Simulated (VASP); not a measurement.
# ZnSi2N2 (I4/mmm) in VASP: further runs

Runs on ZnSi2N2. Level: PBE. Tasks: single point.

All numbers are computed with VASP 6.6.1; they aren't measurements. Logs are shortened: lines on timing, memory, paths and dates and some standing lists are left out, and cuts for length are marked.

## Step 1: The cell of the first run

It takes space group I4/mmm (No. 139, tetragonal). Conventional cell: a = 2.741 Å, b = 2.741 Å, c = 14.896 Å, α = 90.00°, β = 90.00°, γ = 90.00°. Within 3.6 Å of Zn (site symmetry 4/mmm) lie 4 Zn at 2.74 Å and 2 N at 2.90 Å and 8 Si at 3.23 Å. Within 2.6 Å of Si (site symmetry 4mm) lie 5 N at 1.96 Å. Within 2.6 Å of N (site symmetry 4mm) lie 5 Si at 1.96 Å and 4 N at 2.54 Å.

The cell was generated, and may not be a known phase.

## Step 2: Single point, PBE

The input, INCAR:

```
ALGO = Normal ; EDIFF = 1E-6
ENCUT = 520 ; GGA = PE
ISIF = 2 ; ISMEAR = 0
LASPH = T ; LCHARG = F
LREAL = F ; LWAVE = F
NBANDS = 23 ; NELM = 80
PREC = Accurate ; SIGMA = 0.1
```

The input, KPOINTS:

```
k-points
0
Gamma
  6 6 6
```

The input, POSCAR:

```
ZnSi2N2
1.0
   -1.3703854848      1.3703854848      7.4478226970
    1.3703854848     -1.3703854848      7.4478226970
    1.3703854848      1.3703854848     -7.4478226970
Zn Si N
1 2 2
Direct
    0.0000000000      0.0000000000      0.0000000000
    0.6737577149      0.6737577149      0.0000000000
    0.3262422851      0.3262422851      0.0000000000
    0.8051228406      0.8051228406      0.0000000000
    0.1948771594      0.1948771594      0.0000000000
```

Potentials or basis: VASP PAW PBE potentials, release 64 (Zn, Si, N).

Run with:

```
$ cat potpaw_PBE.64/Zn/POTCAR potpaw_PBE.64/Si/POTCAR potpaw_PBE.64/N/POTCAR > POTCAR
$ mpirun -np 1 vasp_std > vasp.out
```

OUTCAR:

```text
EDIFF = 1E-6
   ENCUT = 520
   GGA = PE
   ISIF = 2
   ISMEAR = 0
   LASPH = T
   LREAL = F
   NELM = 80
   PREC = Accurate

 ion  position               nearest neighbor table
   1  0.000  0.000  0.000-
   2  0.674  0.674  0.000-   4 1.96   5 1.96   5 1.96   5 1.96   5 1.96   3 2.99   3 2.99   3 2.99
                             3 2.99
   3  0.326  0.326  0.000-   5 1.96   4 1.96   4 1.96   4 1.96   4 1.96   2 2.99   2 2.99   2 2.99
                             2 2.99
   4  0.805  0.805  0.000-   2 1.96   3 1.96   3 1.96   3 1.96   3 1.96
   5  0.195  0.195  0.000-   3 1.96   2 1.96   2 1.96   2 1.96   2 1.96

  LATTYP: Found a body centered tetragonal cell.
 ALAT       =     2.7407709696
 C/A-ratio  =     5.4348377005

  Lattice vectors:

 A1 = (  -1.3703854848,   1.3703854848,   7.4478226970)
 A2 = (   1.3703854848,  -1.3703854848,   7.4478226970)
 A3 = (   1.3703854848,   1.3703854848,  -7.4478226970)

Analysis of symmetry for initial positions (statically):
=====================================================================
 Subroutine PRICEL returns:
 Original cell was already a primitive cell.

 Routine SETGRP: Setting up the symmetry group for a
 body centered tetragonal supercell.

 Subroutine GETGRP returns: Found 16 space group operations
 (whereof 16 operations were pure point group operations)
 out of a pool of 16 trial point group operations.

The static configuration has the point symmetry D_4h.

Analysis of symmetry for dynamics (positions and initial velocities):
=====================================================================
 Subroutine PRICEL returns:
 Original cell was already a primitive cell.

 Routine SETGRP: Setting up the symmetry group for a
 body centered tetragonal supercell.

 Subroutine GETGRP returns: Found 16 space group operations
 (whereof 16 operations were pure point group operations)
 out of a pool of 16 trial point group operations.

The dynamic configuration has the point symmetry D_4h.

 Subroutine INISYM returns: Found 16 space group operations
 (whereof 16 operations are pure point group operations),
 and found     1 'primitive' translations

----------------------------------------------------------------------------------------

                                     Primitive cell

  volume of cell :      55.9467

  direct lattice vectors                    reciprocal lattice vectors
    -1.370385485  1.370385485  7.447822697     0.000000000  0.364860841  0.067133714
     1.370385485 -1.370385485  7.447822697     0.364860841  0.000000000  0.067133714
     1.370385485  1.370385485 -7.447822697     0.364860841  0.364860841  0.000000000

  length of vectors
     7.695841454  7.695841454  7.695841454     0.370985672  0.370985672  0.515991149

  position of ions in fractional coordinates (direct lattice)
     0.000000000  0.000000000  0.000000000
     0.673757715  0.673757715  0.000000000
     0.326242285  0.326242285  0.000000000
     0.805122841  0.805122841  0.000000000
     0.194877159  0.194877159  0.000000000

  ion indices of the primitive-cell ions
   primitive index   ion index
                 1           1
                 2           2
                 3           3
                 4           4
                 5           5

----------------------------------------------------------------------------------------

 KPOINTS: k-points

Automatic generation of k-mesh.
 Grid dimensions read from file:
 generate k-points for:    6    6    6

 Generating k-lattice:

  Cartesian coordinates                     Fractional coordinates (reciprocal lattice)
     0.000000000  0.060810140  0.011188952     0.166666667  0.000000000  0.000000000
     0.060810140  0.000000000  0.011188952     0.000000000  0.166666667  0.000000000
     0.060810140  0.060810140  0.000000000     0.000000000  0.000000000  0.166666667

  Length of vectors
     0.061830945  0.061830945  0.085998525

  Shift w.r.t. Gamma in fractional coordinates (k-lattice)
     0.000000000  0.000000000  0.000000000

 Subroutine IBZKPT returns following result:
 ===========================================

 Found     30 irreducible k-points:

 Following reciprocal coordinates:
            Coordinates               Weight
  0.000000  0.000000  0.000000      1.000000
  0.166667  0.000000 -0.000000      8.000000
  0.333333 -0.000000  0.000000      8.000000
  0.500000 -0.000000  0.000000      4.000000
  0.166667  0.166667 -0.000000      8.000000
  0.333333  0.166667  0.000000     16.000000
[... 16 lines left out ...]
 -0.333333 -0.333333  0.166667      8.000000
 -0.166667 -0.333333  0.166667      8.000000
 [... further k-points ...]
   k-points           NKPTS =     30   k-points in BZ     NKDIM =     30   number of bands    NBANDS=     23
   number of dos      NEDOS =    301   number of ions     NIONS =      5
   total plane-waves  NPLWV = 216000
   dimension x,y,z NGX =    60 NGY =   60 NGZ =   60
   dimension x,y,z NGXF=   120 NGYF=  120 NGZF=  120
   ions per type =               1   2   2
   NGX,Y,Z   is equivalent  to a cutoff of  12.96, 12.96, 12.96 a.u.
   NGXF,Y,Z  is equivalent  to a cutoff of  25.92, 25.92, 25.92 a.u.
 SYSTEM =  unknown system
   PREC   = accura    normal or accurate (medium, high low for compatibility)
   ISTART =      0    job   : 0-new  1-cont  2-samecut
   ICHARG =      2    charge: 1-file 2-atom 10-const
   ISPIN  =      1    spin polarized calculation?
   LNONCOLLINEAR =      F non collinear calculations
   LSORBIT =      F    spin-orbit coupling
   LASPH  =      T    aspherical Exc in radial PAW
   ENCUT  =  520.0 eV  38.22 Ry    6.18 a.u.  14.31 14.31 14.31*2*pi/ulx,y,z
   NELM   =     80;   NELMIN=  2; NELMDL= -5     # of ELM steps
   EDIFF  = 0.1E-05   stopping-criterion for ELM
   LREAL  =      F    real-space projection
[... 7 lines left out ...]
   TEBEG  =    0.0;   TEEND  =   0.0 temperature during run
   PSTRESS=    0.0 pullay stress
   NELECT =      30.0000    total number of electrons
   NUPDOWN=      -1.0000    fix difference up-down
   EMIN   =  10.00;   EMAX   =-10.00  energy-range for DOS
   EFERMI =   0.00;   METHOD = LEGACY
   ISMEAR =     0;   SIGMA  =   0.10  broadening in eV -4-tet -1-fermi 0-gaus
   EFERMI_NEDOS =   21; number of points for ismear=-14 and -15
   IALGO  =     38    algorithm
   IMIX   =      4    mixing-type and parameters
     AMIX     =   0.40;   BMIX     =  1.00
     AMIX_MAG =   1.60;   BMIX_MAG =  1.00
  volume/ion in A,a.u.               =      11.19        75.51
  Fermi-wavevector in a.u.,A,eV,Ry     =   1.330016  2.513366 24.067937  1.768943
  Thomas-Fermi vector in A             =   2.459135
   LORBIT       =      0    0 simple, 1 ext, 2 COOP (PROOUT), +10 PAW based schemes
   GGA     = PE    functional components
   LHFCALC =     F    Hartree Fock is set to
   AEXX    =    0.0000 exact exchange contribution
   IVDW    =     0    specifies the selected vdW correction
   LEPSILON=     F    determine dielectric tensor
   LRPA    =     F    only Hartree local field effects (RPA)
 non-spin polarized calculation
 Gauss-broadening in eV      SIGMA  =   0.10
  energy-cutoff  :      520.00
  volume of cell :       55.95
 maximum number of plane-waves:      1522
 NGX is ok and might be reduce to    60
   NGX = 29   NGY = 29   NGZ = 29

 number of electron      30.0000007 magnetization

 Free energy of the ion-electron system (eV)
  ---------------------------------------------------
  ext. energy  EPLUGINS =         0.00000000
  ---------------------------------------------------
  free energy    TOTEN  =       -27.97796189 eV

  energy without entropy =      -27.96663747  energy(sigma->0) =      -27.97229968

 E-fermi :   7.8734     XC(G=0): -11.5426

 val. band max:        7.8624923078   @ k =  -0.1667   0.5000   0.1667
 cond. band min:       8.0175770162   @ k =  -0.1667   0.3333   0.1667
 fundamental gap:      0.1550847084
 Fermi energy:         7.8733598438

 k-point     1 :       0.0000    0.0000    0.0000
  band No.  band energies     occupation
      1     -13.0233      2.00000
      2      -9.5128      2.00000
      3      -1.6601      2.00000
      4       0.3831      2.00000
      5       0.4054      2.00000
      6       1.1194      2.00000
[... 15 lines left out ...]
     22      18.1039      0.00000
     23      18.1039      0.00000

 k-point     2 :       0.1667    0.0000   -0.0000
  band No.  band energies     occupation
      1     -12.5889      2.00000
      2      -9.2113      2.00000
      3      -1.1792      2.00000
      4      -0.9188      2.00000
      5       0.4250      2.00000
      6       0.6189      2.00000
[... 15 lines left out ...]
     22      17.1258      0.00000
     23      17.1753      0.00000

 k-point     3 :       0.3333   -0.0000    0.0000
  band No.  band energies     occupation
      1     -11.3446      2.00000
      2      -8.7250      2.00000
      3      -3.5135      2.00000
      4      -1.0941      2.00000
      5       0.2530      2.00000
      6       0.5124      2.00000
[... 15 lines left out ...]
     22      16.4619      0.00000
     23      17.2220      0.00000
[... 495 lines left out ...]
 k-point    23 :      -0.3333   -0.3333    0.1667
  band No.  band energies     occupation
      1     -12.1594      2.00000
      2      -8.9293      2.00000
      3      -1.1429      2.00000
      4      -0.3937      2.00000
      5       0.4174      2.00000
      6       0.6133      2.00000
[... 15 lines left out ...]
     22      15.8408      0.00000
     23      15.9685      0.00000

 k-point    24 :      -0.1667   -0.3333    0.1667
  band No.  band energies     occupation
      1     -12.5876      2.00000
      2      -9.2177      2.00000
      3      -1.1167      2.00000
      4      -0.8333      2.00000
      5       0.4186      2.00000
      6       0.6278      2.00000
[... 15 lines left out ...]
     22      17.1972      0.00000
     23      17.4055      0.00000

 [... further k-points ...]

------------------------ aborting loop because EDIFF is reached ----------------------------------------

  FORCE on cell =-STRESS in cart. coord.  units (eV):
  Direction    XX          YY          ZZ          XY          YZ          ZX
  --------------------------------------------------------------------------------------
  -------------------------------------------------------------------------------------
  Total        0.0261253      0.0261253      0.0229989      0.0000000      0.0000000      0.0000000
  in kB        0.7481631      0.7481631      0.6586316      0.0000000      0.0000000      0.0000000
  external PRESSURE =       0.7183193 kB  Pullay stress =       0.0000000 kB

 VOLUME and BASIS-vectors are now :
 -----------------------------------------------------------------------------
  energy-cutoff  :      520.00
  volume of cell :       55.95
      direct lattice vectors                 reciprocal lattice vectors
    -1.370385485  1.370385485  7.447822697     0.000000000  0.364860841  0.067133714
     1.370385485 -1.370385485  7.447822697     0.364860841  0.000000000  0.067133714
     1.370385485  1.370385485 -7.447822697     0.364860841  0.364860841  0.000000000

 POSITION                                       TOTAL-FORCE (eV/Angst)
 -----------------------------------------------------------------------------------
      0.00000      0.00000      0.00000         0.000000      0.000000     -0.000000
      0.00000      0.00000     10.03606         0.000000      0.000000     -0.004609
      0.00000      0.00000      4.85959        -0.000000     -0.000000      0.004609
      0.00000      0.00000     11.99282         0.000000      0.000000      0.003471
      0.00000      0.00000      2.90282        -0.000000     -0.000000     -0.003471
 -----------------------------------------------------------------------------------
    total drift:                               -0.000000     -0.000000      0.000000

  FREE ENERGIE OF THE ION-ELECTRON SYSTEM (eV)
  ---------------------------------------------------
  free  energy   TOTEN  =       -27.9779618928 eV

  energy  without entropy=      -27.9666374719  energy(sigma->0) =      -27.97229968
```

It took 4.5 min on 1 thread of Oxide Virtual Turin-like, shared host; peak memory 0.45 GiB.

Results:

| Property | Result |
| --- | --- |
| Free energy | -27.9780 eV |
| Pressure | 0.1 GPa |
| Largest force | 0.005 eV/Å |
| Band gap on the k mesh | zero (bands 15 and 16 overlap by 0.56 eV) |

Forces in eV/Å, atoms in the order of the input:
```
Zn   0.000  0.000  0.000
Si   0.000  0.000 -0.005
Si   0.000  0.000  0.005
N    0.000  0.000  0.003
N    0.000  0.000 -0.003
```

Caveat: the k points lie up to 0.39 Å⁻¹ apart, too coarse for converged energies and pressures of a metal.

## Step 3: Single point, PBE

This run uses another cell than the first one, of 13.73 Å³/atom.

The input, INCAR:

```
PREC = Accurate ; ENCUT = 520
EDIFF = 1E-6 ; ISMEAR = 0
SIGMA = 0.1 ; LREAL = F
LASPH = T ; NELM = 100
ALGO = Normal ; ISIF = 2
LWAVE = F ; LCHARG = F
GGA = PE ; NBANDS = 23
```

The input, KPOINTS:

```
regular mesh
0
Gamma
  6 6 6
```

The input, POSCAR:

```
ZnSi2N2
1.0
   -1.7701569600      1.7701569600      5.4764435300
    1.7701569600     -1.7701569600      5.4764435300
    1.7701569600      1.7701569600     -5.4764435300
Zn Si N
1 2 2
Direct
    0.0000000000      0.0000000000      0.0000000000
    0.6547174500      0.6547174500      0.0000000000
    0.3452825500      0.3452825500      0.0000000000
    0.8592948300      0.8592948300      0.0000000000
    0.1407051700      0.1407051700      0.0000000000
```

Potentials or basis: VASP PAW PBE potentials, release 64 (Zn, Si, N).

Run with:

```
$ cat potpaw_PBE.64/Zn/POTCAR potpaw_PBE.64/Si/POTCAR potpaw_PBE.64/N/POTCAR > POTCAR
$ mpirun -np 1 vasp_std > vasp.out
```

It took 2.9 min on 1 thread of Oxide Virtual Turin-like, shared host; peak memory 0.3 GiB.

It converged, with:

```
Free energy            : -21.1667 eV
Pressure               : 18.3 GPa
Largest force          : 14.185 eV/Å
Band gap on the k mesh : zero (bands 15 and 16 overlap by 0.37 eV)
```

Forces on the atoms (eV/Å):
```
Zn    0.000   0.000   0.000
Si    0.000   0.000   1.556
Si    0.000   0.000  -1.556
N     0.000   0.000 -14.185
N     0.000   0.000  14.185
```

Stress tensor (GPa, compression positive):
```
-5.69  0.00  0.00
 0.00 -5.69  0.00
 0.00  0.00 66.40
```

Levels at points of the mesh, in eV from the Fermi level:
| k point | band 12 | band 13 | band 14 | band 15 | band 16 | band 17 | band 18 | band 19 |
| --- | --- | --- | --- | --- | --- | --- | --- | --- |
| (0.00, 0.00, 0.00) | -3.52 | -3.03 | -3.03 | -2.77 | 3.02 | 4.21 | 4.59 | 4.59 |
| (0.50, 0.00, 0.00) | -3.25 | -1.76 | -1.01 | 0.29 | 0.93 | 0.94 | 1.34 | 2.34 |
| (0.50, 0.50, 0.00) | -5.17 | -3.71 | -3.30 | -2.67 | 1.51 | 1.76 | 3.28 | 4.24 |
| (0.50, 0.50, 0.50) | -3.01 | -2.54 | -1.75 | -1.75 | 0.74 | 3.65 | 4.19 | 4.64 |

Caveat: the stress differs along the axes, from -6 to 66 GPa; forces of over 1 eV/Å act on the atoms, so gaps and moduli don't describe the material at rest.

The gap in the log of VASP goes by the Fermi energy; the results here count the filled bands.